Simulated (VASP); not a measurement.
Set up this calculation in VASP 6.6.1, as the native input.

* Task: relaxation of cell and atoms
* Functional: PBE
* Potentials or basis: VASP PAW PBE potentials, release 64 (Ta_pv, Ge_d, Ru_pv)
* Cutoff: 600 eV
* k mesh: 4 × 4 × 4
* Occupations: gaussian, width 0.1 eV
* Spin: no spin polarisation
* Dipole correction: no
* Further INCAR settings: ALGO = Normal; EDIFF = 1e-06; IBRION = 2; EDIFFG = -0.04; NSW = 90; ISIF = 3

The structure of TaGe3Ru lies in POSCAR:

```
TaGe3Ru
1.0
    4.0183921400      0.0000000000      0.0000000000
    0.0000000000      4.0183921400      0.0000000000
    0.0000000000      0.0000000000      5.3983443100
Ta Ge Ru
1 3 1
Direct
    0.5000000000      0.5000000000      0.7014480800
    0.5000000000      0.0000000000      0.1957089200
    0.0000000000      0.5000000000      0.1957089200
    0.0000000000      0.0000000000      0.5493742200
    0.0000000000      0.0000000000      0.9659598500
```

The cell was built from a structure type or drawn by symmetry, and may not be a known phase.

One way to write it, as run:

INCAR

```
SYSTEM = TaGe3Ru
  PREC = Accurate
  ENCUT = 600
  EDIFF = 1E-6
  ISMEAR = 0
  SIGMA = 0.1
  LREAL = .False.
  LASPH = .True.
  NELM = 80
  ALGO = Normal
  ISIF = 3
  LWAVE = .False.
  LCHARG = .False.
  GGA = PE
  IBRION = 2
  NSW = 90
  EDIFFG = -0.04
```

KPOINTS

```
Automatic mesh
0
Gamma
  4 4 4
  0 0 0
```

Potentials or basis: VASP PAW PBE potentials, release 64 (Ta_pv, Ge_d, Ru_pv).

The run is started by

```bash
$ cat potpaw_PBE.64/Ta_pv/POTCAR potpaw_PBE.64/Ge_d/POTCAR potpaw_PBE.64/Ru_pv/POTCAR > POTCAR
$ mpirun -np 1 vasp_std > vasp.out
```

It gave:

```
Relaxed volume                        : 18.67 Å³/atom
Relaxed cell                          : a = 3.717 Å, b = 3.717 Å, c = 6.759 Å, α = 90.00°, β = 90.00°, γ = 90.00°
Space group after relaxing (to 0.1 Å) : P4mm (No. 99)
Pressure after relaxing               : 0.0 GPa
Largest force after relaxing          : 0.033 eV/Å
Band gap on the k mesh                : zero (an odd number of electrons rules out a gap without spin polarisation)
```

Caveat: the k points lie up to 0.42 Å⁻¹ apart in the final cell, too coarse for converged energies and pressures of a metal; a cell axis changed by over 15 % at a fixed basis, so the end point is rough; spin-orbit coupling is left out, which moves the levels of the heavy elements.

It took 12 min on 1 thread of Intel(R) Xeon(R) 6975P-C (Granite Rapids), with other jobs on the host, peak memory 0.27 GiB.
